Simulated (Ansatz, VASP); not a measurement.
Sb in VASP and in Ansatz

File INCAR:

```
SYSTEM = Sb
PREC = Accurate ; ENCUT = 500
EDIFF = 1E-6 ; ISMEAR = -1
SIGMA = 0.05 ; LREAL = .FALSE.
LASPH = .TRUE. ; NELM = 120
ALGO = Normal ; ISIF = 2
LWAVE = .FALSE. ; LCHARG = .FALSE.
GGA = PS ; NBANDS = 8
GGA_COMPAT = .FALSE.
```

The input KPOINTS:

```
Automatic mesh
0
G
  12 12 12
  0 0 0
```

File POSCAR:

```
Sb
1.0
    0.0000000000      2.3050000000      2.3050000000
    2.3050000000      0.0000000000      2.3050000000
    2.3050000000      2.3050000000      0.0000000000
Sb
1
Direct
    0.0000000000      0.0000000000      0.0000000000
```

Input for Ansatz:

```yaml
crystal:
  lattice:
    - [0.0, 2.305, 2.305]
    - [2.305, 0.0, 2.305]
    - [2.305, 2.305, 0.0]
  atoms:
    - { symbol: Sb, position: [0.0, 0.0, 0.0] }
kpoints:
  mp_grid: { grid: [12, 12, 12] }
  band_path:
    path:
      - [0.0, 0.0, 0.0]
      - [0.5, 0.0, 0.5]
      - [0.625, 0.25, 0.625]
      - [0.375, 0.375, 0.75]
      - [0.0, 0.0, 0.0]
      - [0.5, 0.5, 0.5]
      - [0.5, 0.25, 0.75]
      - [0.5, 0.0, 0.5]
    npoints: 5
scf:
  occupations: { method: fermi_dirac, width: 0.05 }
hamiltonian:
  xc: pbesol
  pseudopotentials: { kind: all_electron, lapw: { basis_error: 0.001 } }
output:
  forces: true
  stress: true
  eigenvalues: true
```

Alike in both runs: task single point; functional PBEsol; k mesh 12 × 12 × 12; occupations fermi-dirac, width 0.05 eV; no spin polarisation.

|  | VASP | Ansatz |
| --- | --- | --- |
| version | VASP 6.6.1 | Ansatz 0.2.0 |
| potentials or method | VASP PAW PBE potentials, release 64 (Sb), cutoff 500 eV | all-electron LAPW, scalar-relativistic |

```csv
,VASP,Ansatz,Ansatz less VASP
pressure (GPa),5.2,5.2,-0.02
```

VASP's potentials were made for PBE, not for PBEsol. Ansatz ran all-electron here, and VASP with PAW potentials.

Neither program's run includes spin-orbit coupling.
